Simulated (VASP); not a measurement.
Runs of VASP 6.6.1 on Sn. The structure is that of space group Im-3m (No. 229), or close to it. The cells are those of the table. 

```csv
task,cell,k mesh,cutoff (eV),gap on the mesh (eV),pressure (GPa)
single point,"a = 3.373 Å, angles 109.5°, 1 atom",13 × 13 × 13,520,none,-1.4
single point,"a = 3.458 Å, angles 109.5°, 1 atom",13 × 13 × 13,520,none,-3.6
single point,"a = 3.284 Å, angles 109.5°, 1 atom",13 × 13 × 13,520,none,(b)
single point,"a = 3.416 Å, angles 109.5°, 1 atom",13 × 13 × 13,520,none,(a)
single point,"a = 3.238 Å, angles 109.5°, 1 atom",13 × 13 × 13,520,none,4.6
relaxation of cell and atoms,"relaxed from a = 3.315 Å, angles 109.5°, 1 atom",12 × 12 × 12,600,none,0.0
single point,"a = 3.329 Å, angles 109.5°, 1 atom",12 × 12 × 12,520,none,0.0
```

Alike in all rows: level RPBE; potentials or basis VASP PAW PBE potentials, release 64 (Sn_d); no spin polarisation; smearing fermi-dirac 0.1 eV.

**Question.** Estimate the missing entries.

**Answer.** (a) -2.6; (b) 2.2.

Caveats: the PAW data sets were made with another functional, which shifts forces and pressure a little; spin-orbit coupling is left out, which moves the levels of the heavy elements.

A k mesh can miss the band edges, and the runs leave out spin-orbit coupling on Sn.

A gap of «none» marks levels without a gap at the run's occupations.
